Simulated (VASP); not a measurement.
# MnH2O2 (P-3m1) in VASP: single point with PBEsol

Aim: the single point of MnH2O2 with PBEsol.

Program: VASP 6.6.1. These are calculated values, not measurements. Logs are shortened: lines on timing, memory, paths and dates and some standing lists are left out, and cuts for length are marked.

## Step 1: The cell of the first run

The structure is trigonal, space group P-3m1 (No. 164). Conventional cell: a = 3.250 Å, b = 3.250 Å, c = 4.480 Å, α = 90.00°, β = 90.00°, γ = 120.00°. Mn (site symmetry -3m) has 6 O at 2.13 Å and 6 H at 2.74 Å within 2.8 Å. H (site symmetry 3m) has 1 O at 0.99 Å within 1.3 Å. Within 1.3 Å of O (site symmetry 3m) lie 1 H at 0.99 Å.

## Step 2: Single point, PBEsol, collinear spin, ferromagnetic start

INCAR

```
  PREC = Accurate
  ENCUT = 700
  EDIFF = 1E-6
  ISMEAR = -1
  SIGMA = 0.1
  LREAL = F
  LASPH = T
  NELM = 200
  ALGO = Normal
  ISIF = 2
  LWAVE = F
  LCHARG = T
  ISPIN = 2
  MAGMOM = 4 0 0 0 0
  LORBIT = 11
  LMAXMIX = 4
  GGA = PS
  LELF = T
  LVHAR = T
  NBANDS = 26
  GGA_COMPAT = F
```

KPOINTS

```
Automatic mesh
0
Gamma
  3 3 2
```

POSCAR

```
MnH2O2
1.0
    3.2500000000      0.0000000000      0.0000000000
   -1.6250000000      2.8145830000      0.0000000000
    0.0000000000      0.0000000000      4.4800000000
Mn H O
1 2 2
Direct
    0.0000000000      0.0000000000      0.0000000000
    0.3333333333      0.6666666667      0.4460000000
    0.6666666667      0.3333333333      0.5540000000
    0.3333333333      0.6666666667      0.2260000000
    0.6666666667      0.3333333333      0.7740000000
```

Potentials or basis: VASP PAW PBE potentials, release 64 (Mn_sv, H, O).

The run is started by

```bash
> cat potpaw_PBE.64/Mn_sv/POTCAR potpaw_PBE.64/H/POTCAR potpaw_PBE.64/O/POTCAR > POTCAR
> mpirun -np 1 vasp_std > vasp.out
```

OUTCAR:

```text
PREC = Accurate
   ENCUT = 700
   EDIFF = 1E-6
   ISMEAR = -1
   LREAL = F
   LASPH = T
   NELM = 200
   ISIF = 2
   ISPIN = 2
   LORBIT = 11
   GGA = PS

 ion  position               nearest neighbor table
   1  0.000  0.000  0.000-   4 2.13   5 2.13   5 2.13   4 2.13   5 2.13   4 2.13
   2  0.333  0.667  0.446-   4 0.99
   3  0.667  0.333  0.554-   5 0.99
   4  0.333  0.667  0.226-   2 0.99   1 2.13   1 2.13   1 2.13
   5  0.667  0.333  0.774-   3 0.99   1 2.13   1 2.13   1 2.13

  LATTYP: Found a hexagonal cell.
 ALAT       =     3.2500000000
 C/A-ratio  =     1.3784615385

  Lattice vectors:

 A1 = (   3.2500000000,   0.0000000000,   0.0000000000)
 A2 = (  -1.6250000000,   2.8145830000,   0.0000000000)
 A3 = (   0.0000000000,   0.0000000000,   4.4800000000)

Analysis of symmetry for initial positions (statically):
=====================================================================
 Subroutine PRICEL returns:
 Original cell was already a primitive cell.

 Routine SETGRP: Setting up the symmetry group for a
 hexagonal supercell.

 Subroutine GETGRP returns: Found 12 space group operations
 (whereof 12 operations were pure point group operations)
 out of a pool of 24 trial point group operations.

The static configuration has the point symmetry D_3d.

Analysis of symmetry for dynamics (positions and initial velocities):
=====================================================================
 Subroutine PRICEL returns:
 Original cell was already a primitive cell.

 Routine SETGRP: Setting up the symmetry group for a
 hexagonal supercell.

 Subroutine GETGRP returns: Found 12 space group operations
 (whereof 12 operations were pure point group operations)
 out of a pool of 24 trial point group operations.

The dynamic configuration has the point symmetry D_3d.

Analysis of structural, dynamic, and magnetic symmetry:
=====================================================================
 Subroutine PRICEL returns:
 Original cell was already a primitive cell.

 Routine SETGRP: Setting up the symmetry group for a
 hexagonal supercell.

 Subroutine GETGRP returns: Found 12 space group operations
 (whereof 12 operations were pure point group operations)
 out of a pool of 24 trial point group operations.

The overall configuration has the point symmetry D_3d.

 Subroutine INISYM returns: Found 12 space group operations
 (whereof 12 operations are pure point group operations),
 and found     1 'primitive' translations
[... 109 lines left out ...]
   AEXX    =    0.0000 exact exchange contribution
   IVDW    =     0    specifies the selected vdW correction
   LEPSILON=     F    determine dielectric tensor
   LRPA    =     F    only Hartree local field effects (RPA)
 spin polarized calculation
  energy-cutoff  :      700.00
  volume of cell :       40.98
 maximum number of plane-waves:      1761
 NGX is ok and might be reduce to    28
   NGX = 13   NGY = 13   NGZ = 19

 number of electron      28.9999984 magnetization       4.9988754

 Free energy of the ion-electron system (eV)
  ---------------------------------------------------
  ext. energy  EPLUGINS =         0.00000000
  ---------------------------------------------------
  free energy    TOTEN  =       -32.16410179 eV

  energy without entropy =      -32.14777360  energy(sigma->0) =      -32.15593769

 E-fermi :   6.1800     XC(G=0): -10.8011

 val. band max:        6.1443070717   @ k =   0.0000   0.0000   0.0000
 cond. band min:       6.6616558195   @ k =   0.0000   0.0000   0.0000
 fundamental gap:      0.5173487478
 Fermi energy:         6.1799802173

 spin component 1

 k-point     1 :       0.0000    0.0000    0.0000
  band No.  band energies     occupation
      1     -75.1702      1.00000
      2     -44.1162      1.00000
      3     -44.0247      1.00000
      4     -44.0247      1.00000
      5     -15.9659      1.00000
      6     -14.5104      1.00000
[... 163 lines left out ...]
     25      21.9568      0.00000
     26      21.9568      0.00000
 Fermi energy:         6.1799802173

 spin component 2

 k-point     1 :       0.0000    0.0000    0.0000
  band No.  band energies     occupation
      1     -70.3096      1.00000
      2     -39.3550      1.00000
      3     -39.2457      1.00000
      4     -39.2457      1.00000
      5     -15.7245      1.00000
      6     -14.2961      1.00000
[... 163 lines left out ...]
     25      22.7507      0.00000
     26      23.0057      0.00000

------------------------ aborting loop because EDIFF is reached ----------------------------------------

  FORCE on cell =-STRESS in cart. coord.  units (eV):
  Direction    XX          YY          ZZ          XY          YZ          ZX
  --------------------------------------------------------------------------------------
  -------------------------------------------------------------------------------------
  Total        1.7864501      1.7864507      1.1935915      0.0000000      0.0000000      0.0000000
  in kB       69.8435077     69.8435294     46.6649555      0.0000000      0.0000000      0.0000000
  external PRESSURE =      62.1173309 kB  Pullay stress =       0.0000000 kB

 VOLUME and BASIS-vectors are now :
 -----------------------------------------------------------------------------
  energy-cutoff  :      700.00
  volume of cell :       40.98
      direct lattice vectors                 reciprocal lattice vectors
     3.250000000  0.000000000  0.000000000     0.307692308  0.177646209  0.000000000
    -1.625000000  2.814583000  0.000000000     0.000000000  0.355292418  0.000000000
     0.000000000  0.000000000  4.480000000     0.000000000  0.000000000  0.223214286

 POSITION                                       TOTAL-FORCE (eV/Angst)
 -----------------------------------------------------------------------------------
      0.00000      0.00000      0.00000        -0.000000     -0.000000      0.000000
     -0.00000      1.87639      1.99808        -0.000000     -0.000000     -0.094529
      1.62500      0.93819      2.48192         0.000000      0.000000      0.094529
     -0.00000      1.87639      1.01248        -0.000000      0.000000      0.703326
      1.62500      0.93819      3.46752         0.000000     -0.000000     -0.703326
 -----------------------------------------------------------------------------------
    total drift:                                0.000000     -0.000000      0.000000

  FREE ENERGIE OF THE ION-ELECTRON SYSTEM (eV)
  ---------------------------------------------------
  free  energy   TOTEN  =       -32.1641017873 eV

  energy  without entropy=      -32.1477735951  energy(sigma->0) =      -32.15593769

 total charge

# of ion       s       p       d       tot
------------------------------------------
    1        2.121   6.023   4.667  12.812
    2        0.597   0.122   0.000   0.719
    3        0.597   0.122   0.000   0.719
    4        1.551   3.555   0.000   5.107
    5        1.551   3.555   0.000   5.107
--------------------------------------------------
tot          6.419  13.378   4.667  24.464

 magnetization (x)

# of ion       s       p       d       tot
------------------------------------------
    1        0.022   0.013   4.242   4.277
    2        0.007   0.003   0.000   0.010
    3        0.007   0.003   0.000   0.010
    4        0.020   0.078   0.000   0.098
    5        0.020   0.078   0.000   0.098
--------------------------------------------------
tot          0.077   0.175   4.242   4.494
```

OSZICAR:

```text
N       E                     dE             d eps       ncg     rms          rms(c)
DAV:   1     0.395667091223E+03    0.39567E+03   -0.17468E+04   656   0.156E+03
DAV:   2    -0.526217476624E+01   -0.40093E+03   -0.37321E+03   626   0.481E+02
DAV:   3    -0.339775576643E+02   -0.28715E+02   -0.27849E+02   810   0.144E+02
DAV:   4    -0.355966195116E+02   -0.16191E+01   -0.15985E+01  1112   0.311E+01
DAV:   5    -0.356155248058E+02   -0.18905E-01   -0.18867E-01   748   0.277E+00    0.170E+01
DAV:   6    -0.323816346553E+02    0.32339E+01   -0.11925E+01   924   0.451E+01    0.213E+01
DAV:   7    -0.322248202330E+02    0.15681E+00   -0.10600E+00   934   0.178E+01    0.118E+01
DAV:   8    -0.321851243947E+02    0.39696E-01   -0.11671E-01   892   0.463E+00    0.585E+00
DAV:   9    -0.321620335099E+02    0.23091E-01   -0.27635E-02   890   0.202E+00    0.140E+00
DAV:  10    -0.321636297732E+02   -0.15963E-02   -0.59775E-03   890   0.882E-01    0.511E-01
DAV:  11    -0.321639740523E+02   -0.34428E-03   -0.79850E-04   906   0.414E-01    0.863E-02
DAV:  12    -0.321640730176E+02   -0.98965E-04   -0.13353E-04   712   0.105E-01    0.286E-02
DAV:  13    -0.321640975438E+02   -0.24526E-04   -0.21896E-05   822   0.591E-02    0.107E-02
DAV:  14    -0.321641007961E+02   -0.32523E-05   -0.15138E-06   646   0.954E-03    0.522E-03
DAV:  15    -0.321641017873E+02   -0.99128E-06   -0.46937E-07   520   0.675E-03
   1 F= -.32164102E+02 E0= -.32155938E+02  d E =-.163282E-01  mag=     4.9989
```

stdout:

```text
POSCAR found type information on POSCAR MnH O
 POSCAR found :  3 types and       5 ions
 scaLAPACK will be used
 -----------------------------------------------------------------------------
|                                                                             |
|                                                                             |
|     You enforced a specific xc type in the INCAR file but a different       |
|     I HOPE YOU KNOW WHAT YOU ARE DOING!                                     |
|                                                                             |
 -----------------------------------------------------------------------------

 LDA part: xc-table for (Slater+PW92), standard interpolation
 POSCAR, INCAR and KPOINTS ok, starting setup
 FFT: planning ... GRIDC
 FFT: planning ... GRID_SOFT
 FFT: planning ... GRID
 WAVECAR not read
 entering main loop
```

Run time: 13 s. Hardware: 1 thread of Intel Xeon 6975P-C (Granite Rapids), shared host; peak memory 0.2 GiB.

Results:

* Free energy: -32.1641 eV
* Pressure: 6.2 GPa
* Largest force: 0.703 eV/Å
* Band gap on the k mesh: 0.13 eV (least direct gap 0.31 eV)
* Net moment: 5.00 μB per cell
* Site moments: Mn +4.28; H +0.01; O +0.10 μB
* Valence electrons inside the program's atomic spheres: Mn 12.81; H 0.72; O 5.11

Forces in eV/Å, atoms in the order of the input:
```
Mn   0.000  0.000  0.000
H    0.000  0.000 -0.095
H    0.000  0.000  0.095
O    0.000  0.000  0.703
O    0.000  0.000 -0.703
```

Levels at points of the mesh, in eV from the valence-band top:
Spin up:
| k point | band 14 | band 15 | band 16 | band 17 | band 18 | band 19 | band 20 | band 21 |
| --- | --- | --- | --- | --- | --- | --- | --- | --- |
| (0.00, 0.00, 0.00) | -2.61 | -2.46 | -0.18 | -0.18 | 0.13 | 3.69 | 8.99 | 12.25 |
| (0.00, 0.00, 0.50) | -2.64 | -2.53 | 0.00 | 0.00 | 2.07 | 4.16 | 8.27 | 9.22 |
Spin down:
| k point | band 9 | band 10 | band 11 | band 12 | band 13 | band 14 | band 15 | band 16 |
| --- | --- | --- | --- | --- | --- | --- | --- | --- |
| (0.00, 0.00, 0.00) | -5.36 | -5.36 | -3.73 | -3.73 | 0.64 | 1.64 | 1.64 | 1.87 |
| (0.00, 0.00, 0.50) | -5.19 | -5.19 | -3.96 | -3.96 | 1.46 | 1.58 | 1.58 | 2.63 |

Caveat: the k points lie up to 0.74 Å⁻¹ apart; the smearing spreads over this small gap; semilocal functionals underestimate gaps, and a narrow one can read as zero; the PAW data sets were made with another functional, which shifts forces and pressure a little; a cell with one magnetic atom can't hold antiferromagnetic order, which such compounds often take. A k mesh can miss the band edges.

The gap in the log of VASP goes by the Fermi energy; the results here count the filled bands.